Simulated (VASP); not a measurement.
# BN (P6_3/mmc) in VASP: further runs, part 2 of 2

VASP 6.6.1. Earlier steps stand in the parts before.

### 5 Single point, PBEsol (zz strain of +1 %)

INCAR reads:

```
  PREC = Accurate
  ENCUT = 520
  EDIFF = 1E-7
  ISMEAR = -1
  SIGMA = 0.02
  LREAL = F
  LASPH = T
  NELM = 60
  ALGO = Normal
  ISIF = 2
  LWAVE = F
  LCHARG = T
  GGA = PS
  LELF = T
  LVHAR = T
  NBANDS = 16
```

KPOINTS reads:

```
regular mesh
0
Gamma
  11 11 4
```

POSCAR reads:

```
BN
1.0
    2.5039917043      0.0000000000      0.0000000000
   -1.2519958522      2.1685204268      0.0000000000
    0.0000000000      0.0000000000      6.7278120000
B N
2 2
Direct
    0.3333333333      0.6666666667      0.2500000000
    0.6666666667      0.3333333333      0.7500000000
    0.3333333333      0.6666666667      0.7500000000
    0.6666666667      0.3333333333      0.2500000000
```

Run with:

```console
cat potpaw_PBE.64/B/POTCAR potpaw_PBE.64/N/POTCAR > POTCAR
mpirun -np 1 vasp_std > vasp.out
```

Wall time 40 s (1 thread of Intel Xeon 8259CL, shared host); peak memory 0.16 GiB.

Results (log left out):

```
Free energy            : -36.5677 eV
Pressure               : 0.7 GPa
Band gap on the k mesh : 4.25 eV, indirect (least direct gap 4.61 eV)
```

Stress tensor (GPa, compression positive):
```
0.73 0.00 0.00
0.00 0.73 0.00
0.00 0.00 0.50
```

Levels at points of the mesh, in eV from the valence-band top:
```tsv
k point	band 5	band 6	band 7	band 8	band 9	band 10	band 11	band 12
(0.00, 0.00, 0.00)	-1.33	-1.33	-1.30	-1.30	4.95	9.99	11.48	11.48
(0.00, 0.00, 0.50)	-1.32	-1.32	-1.32	-1.32	7.28	7.28	11.54	11.54
```

Caveat: the cell differs from its parent crystal (zz strain of +1 %); the PAW data sets were made with another functional, which shifts forces and pressure a little; this functional lacks dispersion, which binds the layers, so the pressure and a relaxed spacing across them are unreliable.

### 6 Single point, PBEsol (zz strain of +2 %)

INCAR reads:

```
PREC = Accurate
ENCUT = 520
EDIFF = 1E-6
ISMEAR = -1
SIGMA = 0.02
LREAL = False
LASPH = True
NELM = 100
ALGO = Normal
ISIF = 2
LWAVE = False
LCHARG = False
GGA = PS
NBANDS = 16
```

KPOINTS reads:

```
Automatic mesh
0
Gamma
  11 11 4
```

POSCAR, as its differences from that of step 5:

```diff
@@ -4,3 +4,3 @@
    -1.2519958522      2.1685204268      0.0000000000
-    0.0000000000      0.0000000000      6.7278120000
+    0.0000000000      0.0000000000      6.7944240000
 B N
```

Potentials or basis: VASP PAW PBE potentials, release 64 (B, N).

Run with:

```console
cat potpaw_PBE.64/B/POTCAR potpaw_PBE.64/N/POTCAR > POTCAR
mpirun -np 1 vasp_std > vasp.out
```

OUTCAR:

```text
PREC = Accurate
   ENCUT = 520
   EDIFF = 1E-6
   ISMEAR = -1
   LREAL = False
   LASPH = True
   NELM = 100
   ISIF = 2
   GGA = PS

 ion  position               nearest neighbor table
   1  0.333  0.667  0.250-   4 1.45   4 1.45   4 1.45
   2  0.667  0.333  0.750-   3 1.45   3 1.45   3 1.45
   3  0.333  0.667  0.750-   2 1.45   2 1.45   2 1.45
   4  0.667  0.333  0.250-   1 1.45   1 1.45   1 1.45

  LATTYP: Found a hexagonal cell.
 ALAT       =     2.5039917043
 C/A-ratio  =     2.7134371046

  Lattice vectors:

 A1 = (   2.5039917043,   0.0000000000,   0.0000000000)
 A2 = (  -1.2519958522,   2.1685204268,   0.0000000000)
 A3 = (   0.0000000000,   0.0000000000,   6.7944240000)

Analysis of symmetry for initial positions (statically):
=====================================================================
 Subroutine PRICEL returns:
 Original cell was already a primitive cell.

 Routine SETGRP: Setting up the symmetry group for a
 hexagonal supercell.

 Subroutine GETGRP returns: Found 24 space group operations
 (whereof 12 operations were pure point group operations)
 out of a pool of 24 trial point group operations.

The static configuration has the point symmetry D_3d.
 The point group associated with its full space group is D_6h.

Analysis of symmetry for dynamics (positions and initial velocities):
=====================================================================
 Subroutine PRICEL returns:
 Original cell was already a primitive cell.

 Routine SETGRP: Setting up the symmetry group for a
 hexagonal supercell.

 Subroutine GETGRP returns: Found 24 space group operations
 (whereof 12 operations were pure point group operations)
[... 123 lines left out ...]
   EFERMI_NEDOS =   21; number of points for ismear=-14 and -15
   IALGO  =     38    algorithm
   IMIX   =      4    mixing-type and parameters
     AMIX     =   0.40;   BMIX     =  1.00
     AMIX_MAG =   1.60;   BMIX_MAG =  1.00
  volume/ion in A,a.u.               =       9.22        62.24
  Fermi-wavevector in a.u.,A,eV,Ry     =   1.239173  2.341697 20.892410  1.535549
  Thomas-Fermi vector in A             =   2.373667
   LORBIT       =      0    0 simple, 1 ext, 2 COOP (PROOUT), +10 PAW based schemes
   GGA     = PS    functional components
   LHFCALC =     F    Hartree Fock is set to
   AEXX    =    0.0000 exact exchange contribution
   IVDW    =     0    specifies the selected vdW correction
   LEPSILON=     F    determine dielectric tensor
   LRPA    =     F    only Hartree local field effects (RPA)
 non-spin polarized calculation
  energy-cutoff  :      520.00
  volume of cell :       36.89
 maximum number of plane-waves:      1010
 NGX is ok and might be reduce to    20
   NGX =  9   NGY =  9   NGZ = 25

 number of electron      16.0000000 magnetization

 Free energy of the ion-electron system (eV)
  ---------------------------------------------------
  ext. energy  EPLUGINS =         0.00000000
  ---------------------------------------------------
  free energy    TOTEN  =       -36.56894259 eV

  energy without entropy =      -36.56894259  energy(sigma->0) =      -36.56894259

 E-fermi :   2.4525     XC(G=0): -10.1486

 val. band max:        2.0309704762   @ k =   0.3636   0.2727   0.0000
 cond. band min:       6.2952650636   @ k =   0.4545   0.0909   0.0000
 fundamental gap:      4.2642945874
 Fermi energy:         2.4524711194

 k-point     1 :       0.0000    0.0000    0.0000
  band No.  band energies     occupation
      1     -15.7300      2.00000
      2     -15.4755      2.00000
      3      -4.1853      2.00000
      4      -2.2367      2.00000
      5       0.7018      2.00000
      6       0.7018      2.00000
[... 433 lines left out ...]
      3      -2.7097      2.00000
      4      -2.6637      2.00000
      5      -2.4037      2.00000
      6      -1.1960      2.00000
[... 8 lines left out ...]
     15      16.7363      0.00000
     16      16.8285      0.00000

 [... further k-points ...]

------------------------ aborting loop because EDIFF is reached ----------------------------------------

  FORCE on cell =-STRESS in cart. coord.  units (eV):
  Direction    XX          YY          ZZ          XY          YZ          ZX
  --------------------------------------------------------------------------------------
  -------------------------------------------------------------------------------------
  Total        0.1629046      0.1629046      0.0737716     -0.0000000      0.0000000      0.0000000
  in kB        7.0744874      7.0744874      3.2036919     -0.0000000      0.0000000      0.0000000
  external PRESSURE =       5.7842222 kB  Pullay stress =       0.0000000 kB

 VOLUME and BASIS-vectors are now :
 -----------------------------------------------------------------------------
  energy-cutoff  :      520.00
  volume of cell :       36.89
      direct lattice vectors                 reciprocal lattice vectors
     2.503991704  0.000000000  0.000000000     0.399362345  0.230571958  0.000000000
    -1.251995852  2.168520427  0.000000000     0.000000000  0.461143915  0.000000000
     0.000000000  0.000000000  6.794424000     0.000000000  0.000000000  0.147179511

 POSITION                                       TOTAL-FORCE (eV/Angst)
 -----------------------------------------------------------------------------------
     -0.00000      1.44568      1.69861         0.000000     -0.000000      0.000000
      1.25200      0.72284      5.09582         0.000000      0.000000      0.000000
     -0.00000      1.44568      5.09582        -0.000000      0.000000      0.000000
      1.25200      0.72284      1.69861         0.000000      0.000000      0.000000
 -----------------------------------------------------------------------------------
    total drift:                                0.000000     -0.000000      0.000000

  FREE ENERGIE OF THE ION-ELECTRON SYSTEM (eV)
  ---------------------------------------------------
  free  energy   TOTEN  =       -36.5689425857 eV

  energy  without entropy=      -36.5689425857  energy(sigma->0) =      -36.56894259
```

Wall time 42 s (1 thread of Intel Xeon 8259CL, shared host); peak memory 0.16 GiB.

Results:

```yaml
Free_energy: -36.5689 eV
Pressure: 0.6 GPa
Band_gap_on_the_k_mesh: 4.26 eV, indirect (least direct gap 4.62 eV)
```

Stress tensor (GPa, compression positive):
```
0.71 0.00 0.00
0.00 0.71 0.00
0.00 0.00 0.32
```

Caveat: the cell differs from its parent crystal (zz strain of +2 %); the PAW data sets were made with another functional, which shifts forces and pressure a little; this functional lacks dispersion, which binds the layers, so the pressure and a relaxed spacing across them are unreliable. A k mesh can miss the band edges.

### 7 The runs side by side

| cell | gap on the mesh (eV) | pressure (GPa) |
| --- | --- | --- |
| a = 2.504, b = 2.504, c = 6.528 Å, angles 90.0, 90.0, 120.0°, 4 atoms | 4.20 | 1.0 |
| a = 2.479, b = 2.479, c = 6.661 Å, angles 90.0, 90.0, 120.0°, 4 atoms | 4.28 | 8.3 |
| a = 2.504, b = 2.504, c = 6.595 Å, angles 90.0, 90.0, 120.0°, 4 atoms | 4.22 | 0.8 |
| a = 2.504, b = 2.504, c = 6.728 Å, angles 90.0, 90.0, 120.0°, 4 atoms | 4.25 | 0.7 |
| a = 2.504, b = 2.504, c = 6.794 Å, angles 90.0, 90.0, 120.0°, 4 atoms | 4.26 | 0.6 |

Alike in all rows: task single point; level PBEsol; potentials or basis VASP PAW PBE potentials, release 64 (B, N); no spin polarisation; k mesh 11 × 11 × 4; cutoff (eV) 520; smearing fermi-dirac 0.02 eV.

Caveats: the PAW data sets were made with another functional, which shifts forces and pressure a little; this functional lacks dispersion, which binds the layers, so the pressure and a relaxed spacing across them are unreliable.

Absolute energies hang on the potentials; compare differences alone.
